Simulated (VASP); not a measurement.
# HgH (R-3m) in VASP: single point with r2SCAN

Aim: the single point of HgH with r2SCAN.

All numbers are computed with VASP 6.6.1; they aren't measurements. Logs are shortened: lines on timing, memory, paths and dates and some standing lists are left out, and cuts for length are marked.

### 1 The cell of the first run

It takes space group R-3m (No. 166, trigonal). The conventional cell has a = 3.754 Å, b = 3.754 Å, c = 6.991 Å, α = 90.00°, β = 90.00°, γ = 120.00°. Hg (site symmetry -3m) has 6 H at 2.46 Å and 6 Hg at 3.18 Å within 3.2 Å. Within 3.2 Å of H (site symmetry -3m) lie 6 Hg at 2.46 Å and 6 H at 3.18 Å.

### 2 Single point, r2SCAN

POSCAR reads:

```
HgH
1.0
    1.8770671291      1.0837252123      2.3304372114
   -1.8770671291      1.0837252123      2.3304372114
    0.0000000000     -2.1674504246      2.3304372114
Hg H
1 1
Direct
    0.0000000000      0.0000000000      0.0000000000
    0.5000000000      0.5000000000      0.5000000000
```

INCAR.step1 reads:

```
ALGO = Normal
EDIFF = 1E-4
ENCUT = 520
GGA = PE
ISMEAR = 0
LASPH = T
LCHARG = F
LREAL = F
LWAVE = T
NBANDS = 14
NELM = 80
PREC = Accurate
SIGMA = 0.1
```

INCAR.step2 reads:

```
ALGO = Normal
EDIFF = 1E-7
ENCUT = 520
ISIF = 2
ISMEAR = 0
ISTART = 1
LASPH = T
LCHARG = F
LMIXTAU = T
LREAL = F
LWAVE = F
METAGGA = R2SCAN
NBANDS = 14
NELM = 80
PREC = Accurate
SIGMA = 0.1
```

KPOINTS reads:

```
k-points
0
Gamma
  12 12 12
```

Potentials or basis: VASP PAW PBE potentials, release 64 (Hg, H).

Started as:

```console
$ cat potpaw_PBE.64/Hg/POTCAR potpaw_PBE.64/H/POTCAR > POTCAR
$ cp INCAR.step1 INCAR
$ mpirun -np 1 vasp_std > vasp.out
$ cp INCAR.step2 INCAR
$ mpirun -np 1 vasp_std > vasp.out
```

OUTCAR:

```text
EDIFF = 1E-7
   ENCUT = 520
   ISIF = 2
   ISMEAR = 0
   ISTART = 1
   LASPH = T
   LREAL = F
   METAGGA = R2SCAN
   NELM = 80
   PREC = Accurate

 ion  position               nearest neighbor table
   1  0.000  0.000  0.000-
   2  0.500  0.500  0.500-

  LATTYP: Found a trigonal (rhomboedric) cell.
 ALAT       =     3.1825742630
 COS(alpha) =     0.3042831662

  Lattice vectors:

 A1 = (   1.8770671291,   1.0837252123,   2.3304372114)
 A2 = (  -1.8770671291,   1.0837252123,   2.3304372114)
 A3 = (   0.0000000000,  -2.1674504246,   2.3304372114)

Analysis of symmetry for initial positions (statically):
=====================================================================
 Subroutine PRICEL returns:
 Original cell was already a primitive cell.

 Routine SETGRP: Setting up the symmetry group for a
 trigonal (rhombohedral) supercell.

 Subroutine GETGRP returns: Found 12 space group operations
 (whereof 12 operations were pure point group operations)
 out of a pool of 12 trial point group operations.

The static configuration has the point symmetry D_3d.

Analysis of symmetry for dynamics (positions and initial velocities):
=====================================================================
 Subroutine PRICEL returns:
 Original cell was already a primitive cell.

 Routine SETGRP: Setting up the symmetry group for a
 trigonal (rhombohedral) supercell.

 Subroutine GETGRP returns: Found 12 space group operations
 (whereof 12 operations were pure point group operations)
 out of a pool of 12 trial point group operations.

The dynamic configuration has the point symmetry D_3d.

 Subroutine INISYM returns: Found 12 space group operations
 (whereof 12 operations are pure point group operations),
 and found     1 'primitive' translations

----------------------------------------------------------------------------------------

                                     Primitive cell

  volume of cell :      28.4438

  direct lattice vectors                    reciprocal lattice vectors
     1.877067129  1.083725212  2.330437211     0.266372999  0.153790523  0.143034677
    -1.877067129  1.083725212  2.330437211    -0.266372999  0.153790523  0.143034677
     0.000000000 -2.167450425  2.330437211     0.000000000 -0.307581045  0.143034677

  length of vectors
     3.182574263  3.182574263  3.182574263     0.339212349  0.339212349  0.339212349

  position of ions in fractional coordinates (direct lattice)
     0.000000000  0.000000000  0.000000000
     0.500000000  0.500000000  0.500000000

  ion indices of the primitive-cell ions
   primitive index   ion index
                 1           1
                 2           2

----------------------------------------------------------------------------------------

 KPOINTS: k-points

Automatic generation of k-mesh.
 Grid dimensions read from file:
 generate k-points for:   12   12   12

 Generating k-lattice:

  Cartesian coordinates                     Fractional coordinates (reciprocal lattice)
     0.022197750  0.012815877  0.011919556     0.083333333  0.000000000  0.000000000
    -0.022197750  0.012815877  0.011919556     0.000000000  0.083333333  0.000000000
     0.000000000 -0.025631754  0.011919556     0.000000000  0.000000000  0.083333333

  Length of vectors
     0.028267696  0.028267696  0.028267696

  Shift w.r.t. Gamma in fractional coordinates (k-lattice)
     0.000000000  0.000000000  0.000000000

 Subroutine IBZKPT returns following result:
 ===========================================

 Found    189 irreducible k-points:

 Following reciprocal coordinates:
            Coordinates               Weight
  0.000000  0.000000  0.000000      1.000000
  0.083333 -0.000000  0.000000      6.000000
  0.166667  0.000000  0.000000      6.000000
  0.250000 -0.000000  0.000000      6.000000
  0.333333  0.000000  0.000000      6.000000
  0.416667 -0.000000  0.000000      6.000000
[... 16 lines left out ...]
  0.500000  0.166667  0.000000     12.000000
 -0.416667  0.166667  0.000000     12.000000
 [... further k-points ...]
   k-points           NKPTS =    189   k-points in BZ     NKDIM =    189   number of bands    NBANDS=     14
   number of dos      NEDOS =    301   number of ions     NIONS =      2
   total plane-waves  NPLWV =  13824
   dimension x,y,z NGX =    24 NGY =   24 NGZ =   24
   dimension x,y,z NGXF=    48 NGYF=   48 NGZF=   48
   ions per type =               1   1
   NGX,Y,Z   is equivalent  to a cutoff of  12.54, 12.54, 12.54 a.u.
   NGXF,Y,Z  is equivalent  to a cutoff of  25.07, 25.07, 25.07 a.u.
 SYSTEM =  unknown system
   PREC   = accura    normal or accurate (medium, high low for compatibility)
   ISTART =      1    job   : 0-new  1-cont  2-samecut
   ICHARG =      0    charge: 1-file 2-atom 10-const
   ISPIN  =      1    spin polarized calculation?
   LNONCOLLINEAR =      F non collinear calculations
   LSORBIT =      F    spin-orbit coupling
   LASPH  =      T    aspherical Exc in radial PAW
   ENCUT  =  520.0 eV  38.22 Ry    6.18 a.u.   5.92  5.92  5.92*2*pi/ulx,y,z
   NELM   =     80;   NELMIN=  2; NELMDL=  0     # of ELM steps
   EDIFF  = 0.1E-06   stopping-criterion for ELM
   LREAL  =      F    real-space projection
   EDIFFG = 0.1E-05   stopping-criterion for IOM
   NSW    =      0    number of steps for IOM
   IBRION =     -1    ionic relax: 0-MD 1-quasi-New 2-CG
   NFREE  =      0    steps in history (QN), initial steepest desc. (CG)
   ISIF   =      2    stress and relaxation
   ISYM   =      2    0-nonsym 1-usesym 2-fastsym
   POTIM  = 0.5000    time-step for ionic-motion
   TEBEG  =    0.0;   TEEND  =   0.0 temperature during run
   PSTRESS=    0.0 pullay stress
   NELECT =      13.0000    total number of electrons
   NUPDOWN=      -1.0000    fix difference up-down
   EMIN   =  10.00;   EMAX   =-10.00  energy-range for DOS
   EFERMI =   0.00;   METHOD = LEGACY
   ISMEAR =     0;   SIGMA  =   0.10  broadening in eV -4-tet -1-fermi 0-gaus
   EFERMI_NEDOS =   21; number of points for ismear=-14 and -15
   IALGO  =     38    algorithm
   IMIX   =      4    mixing-type and parameters
     AMIX     =   0.40;   BMIX     =  1.00
     AMIX_MAG =   1.60;   BMIX_MAG =  1.00
  volume/ion in A,a.u.               =      14.22        95.97
  Fermi-wavevector in a.u.,A,eV,Ry     =   1.261034  2.383008 21.636070  1.590206
  Thomas-Fermi vector in A             =   2.394513
   LORBIT       =      0    0 simple, 1 ext, 2 COOP (PROOUT), +10 PAW based schemes
   METAGGA = R2SCAN    functional components
   LHFCALC =     F    Hartree Fock is set to
   AEXX    =    0.0000 exact exchange contribution
   IVDW    =     0    specifies the selected vdW correction
   LEPSILON=     F    determine dielectric tensor
   LRPA    =     F    only Hartree local field effects (RPA)
 non-spin polarized calculation
 Gauss-broadening in eV      SIGMA  =   0.10
  energy-cutoff  :      520.00
  volume of cell :       28.44
 maximum number of plane-waves:       779
   NGX = 11   NGY = 11   NGZ = 11

 number of electron      12.9999997 magnetization

 Free energy of the ion-electron system (eV)
  ---------------------------------------------------
  ext. energy  EPLUGINS =         0.00000000
  ---------------------------------------------------
  free energy    TOTEN  =       -51.32878495 eV

  energy without entropy =      -51.32713324  energy(sigma->0) =      -51.32795909

 E-fermi :   2.0209     XC(G=0): -11.1785

 val. band max:        1.9679193459   @ k =   0.5000   0.5000   0.0000
 cond. band min:       2.0464117830   @ k =  -0.2500   0.1667   0.0833
 fundamental gap:      0.0784924372
 Fermi energy:         2.0208726292

 k-point     1 :       0.0000    0.0000    0.0000
  band No.  band energies     occupation
      1      -7.7633      2.00000
      2      -5.5918      2.00000
      3      -5.5918      2.00000
      4      -4.6031      2.00000
      5      -4.4732      2.00000
      6      -4.4732      2.00000
      7       6.6068      0.00000
      8      12.0227      0.00000
      9      12.0227      0.00000
     10      13.2181      0.00000
     11      18.2182      0.00000
     12      18.2182      0.00000
     13      21.5822      0.00000
     14      21.7419      0.00000

 k-point     2 :       0.0833   -0.0000    0.0000
  band No.  band energies     occupation
      1      -7.6251      2.00000
      2      -5.5856      2.00000
      3      -5.5523      2.00000
      4      -4.6056      2.00000
      5      -4.4934      2.00000
      6      -4.4796      2.00000
      7       6.1103      0.00000
      8      11.9427      0.00000
      9      12.1319      0.00000
     10      13.1284      0.00000
     11      18.2227      0.00000
     12      19.0069      0.00000
     13      20.7069      0.00000
     14      21.3315      0.00000

 k-point     3 :       0.1667    0.0000    0.0000
  band No.  band energies     occupation
      1      -7.2269      2.00000
      2      -5.5738      2.00000
      3      -5.4422      2.00000
      4      -4.5985      2.00000
      5      -4.5413      2.00000
      6      -4.4942      2.00000
      7       4.8533      0.00000
      8      11.2448      0.00000
      9      12.4234      0.00000
     10      13.6585      0.00000
     11      18.1913      0.00000
     12      19.5570      0.00000
     13      20.5908      0.00000
     14      20.6943      0.00000
[... 324 lines left out ...]
 k-point    23 :       0.5000    0.1667    0.0000
  band No.  band energies     occupation
      1      -5.8144      2.00000
      2      -5.4996      2.00000
      3      -5.0719      2.00000
      4      -4.5824      2.00000
      5      -4.3837      2.00000
      6      -2.2500      2.00000
      7      -0.4548      2.00000
      8       7.5932      0.00000
      9      11.3162      0.00000
     10      14.4940      0.00000
     11      17.3223      0.00000
     12      18.6761      0.00000
     13      20.6722      0.00000
     14      21.2373      0.00000

 k-point    24 :      -0.4167    0.1667    0.0000
  band No.  band energies     occupation
      1      -5.7217      2.00000
      2      -5.5750      2.00000
      3      -4.9996      2.00000
      4      -4.6057      2.00000
      5      -4.3996      2.00000
      6      -2.4624      2.00000
      7      -0.3751      2.00000
      8       7.2447      0.00000
      9      11.5689      0.00000
     10      14.9050      0.00000
     11      17.7124      0.00000
     12      18.9581      0.00000
     13      20.1583      0.00000
     14      21.2945      0.00000

 [... further k-points ...]
[... 5 lines left out ...]
  --------------------------------------------------------------------------------------
  -------------------------------------------------------------------------------------
  Total        0.0603444      0.0603444      0.0661463      0.0000000      0.0000000      0.0000000
  in kB        3.3990671      3.3990671      3.7258742      0.0000000      0.0000000      0.0000000
  external PRESSURE =       3.5080028 kB  Pullay stress =       0.0000000 kB

 VOLUME and BASIS-vectors are now :
 -----------------------------------------------------------------------------
  energy-cutoff  :      520.00
  volume of cell :       28.44
      direct lattice vectors                 reciprocal lattice vectors
     1.877067129  1.083725212  2.330437211     0.266372999  0.153790523  0.143034677
    -1.877067129  1.083725212  2.330437211    -0.266372999  0.153790523  0.143034677
     0.000000000 -2.167450425  2.330437211     0.000000000 -0.307581045  0.143034677

 POSITION                                       TOTAL-FORCE (eV/Angst)
 -----------------------------------------------------------------------------------
      0.00000      0.00000      0.00000         0.000000      0.000000      0.000000
      0.00000      0.00000      3.49566        -0.000000     -0.000000      0.000000
 -----------------------------------------------------------------------------------
    total drift:                               -0.000000     -0.000000      0.000000

  FREE ENERGIE OF THE ION-ELECTRON SYSTEM (eV)
  ---------------------------------------------------
  free  energy   TOTEN  =       -51.3287849452 eV

  energy  without entropy=      -51.3271332389  energy(sigma->0) =      -51.32795909
```

Wall time 5.4 min (1 thread of Oxide Virtual Turin-like, shared host); peak memory 0.17 GiB.

What came out:

```yaml
Free_energy: -51.3288 eV
Pressure: 0.4 GPa
Band_gap_on_the_k_mesh: zero (an odd number of electrons rules out a gap without spin polarisation)
```

Levels at points of the mesh, in eV from the Fermi level:
| k point | band 2 | band 3 | band 4 | band 5 | band 6 | band 7 | band 8 | band 9 | band 10 | band 11 |
| --- | --- | --- | --- | --- | --- | --- | --- | --- | --- | --- |
| (0.00, 0.00, 0.00) | -7.61 | -7.61 | -6.62 | -6.49 | -6.49 | 4.59 | 10.00 | 10.00 | 11.20 | 16.20 |
| (0.50, 0.00, 0.00) | -7.64 | -6.63 | -6.60 | -6.34 | -5.21 | -3.04 | 6.88 | 11.37 | 14.67 | 15.18 |
| (0.50, 0.50, 0.00) | -7.79 | -6.50 | -6.38 | -5.92 | -1.62 | -0.05 | 2.09 | 3.59 | 8.98 | 13.10 |
| (0.50, 0.50, 0.50) | -7.36 | -7.36 | -5.98 | -5.98 | -3.54 | 0.41 | 4.68 | 7.90 | 7.90 | 12.20 |

Caveat: the PAW data sets were made with another functional, which shifts forces and pressure a little; spin-orbit coupling is left out, which moves the levels of the heavy elements; an odd number of electrons without spin polarisation forces a metal; a magnetic or distorted state may lie lower.

The gap in the log of VASP goes by the Fermi energy; the results here count the filled bands.